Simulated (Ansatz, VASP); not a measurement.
**ZrB2: VASP beside Ansatz**

```
Zr B
1.0
     3.17000    0.00000    0.00000
    -1.58500    2.74530    0.00000
     0.00000    0.00000    3.53300
Zr B
1 2
Cartesian
  0.0000 0.0000 0.0000
  0.0000 1.8302 1.7665
  1.5850 1.0151 1.7665
```

Alike in both runs: task single point; functional PBE; k mesh 12 × 12 × 10; occupations gaussian, width 0.05 eV; no spin polarisation.

```csv
,VASP,Ansatz
version,VASP 6.6.1,Ansatz 0.2.0
potentials or method,"VASP PAW PBE potentials, release 64 (Zr_sv, B), cutoff 520 eV","scalar-relativistic, plane waves, PAW"
valence electrons in the cell,18,18
```

|  | VASP | Ansatz | Ansatz less VASP |
| --- | --- | --- | --- |
| gap on the k mesh at the Fermi level (eV) | none | none | - |
| pressure (GPa) | 1.8 | 1.6 | -0.15 |
| traceless stress, the component that is largest in VASP (GPa) | -1.71 | -1.69 | +0.023 |
| rms of the force components (eV/Å) | 0.566 | 0.564 | -0.0014 |

Atom by atom the forces differ by 0.001 eV/Å (rms over components). A gap of «none» marks a metal or a gap that the smearing closes.
